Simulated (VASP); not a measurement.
Wanted: the native input for a VASP 6.6.1 run.

```yaml
Task: single point
Functional: PBE
Potentials_or_basis: VASP PAW PBE potentials, release 64 (Hf_pv, O)
Cutoff: 520 eV
k_mesh: 8 × 8 × 8
Occupations: gaussian, width 0.05 eV
Spin: no spin polarisation
Dipole_correction: no
Further_INCAR_settings: ALGO = Normal; EDIFF = 1e-06; NBANDS = 18
```

The structure of HfO2 lies in POSCAR:

```
HfO2
1.0
    0.0000000000      2.6125259052      2.6762460493
    2.6125259052      0.0000000000      2.6762460493
    2.6125259052      2.6125259052      0.0000000000
Hf O
1 2
Direct
    0.0000000000      0.0000000000      0.0000000000
    0.2500000000      0.2500000000      0.2500000000
    0.7500000000      0.7500000000      0.7500000000
```

This cell differs from its parent crystal: strain +0.025 along x and y, +0.050 along z.

One way to write it, as run:

INCAR

```
SYSTEM = HfO2
PREC = Accurate
ENCUT = 520
EDIFF = 1E-6
ISMEAR = 0
SIGMA = 0.05
LREAL = .FALSE.
LASPH = .TRUE.
NELM = 60
ALGO = Normal
ISIF = 2
LWAVE = .FALSE.
LCHARG = .FALSE.
GGA = PE
NBANDS = 18
```

KPOINTS

```
Automatic mesh
0
G
  8 8 8
  0 0 0
```

Potentials or basis: VASP PAW PBE potentials, release 64 (Hf_pv, O).

The run is started by

```sh
$ cat potpaw_PBE.64/Hf_pv/POTCAR potpaw_PBE.64/O/POTCAR > POTCAR
$ mpirun -np 1 vasp_std > vasp.out
```

Results of the run:

- Pressure: -22.4 GPa
- Band gap on the k mesh: 3.36 eV, indirect (least direct gap 3.38 eV)

Caveat: the cell differs from its parent crystal (strain +0.025 along x and y, +0.050 along z); spin-orbit coupling is left out, which moves the levels of the heavy elements.

It took 29 s on 1 thread of Intel(R) Xeon(R) Platinum 8488C (Sapphire Rapids), with other jobs on the host, peak memory 0.18 GiB.
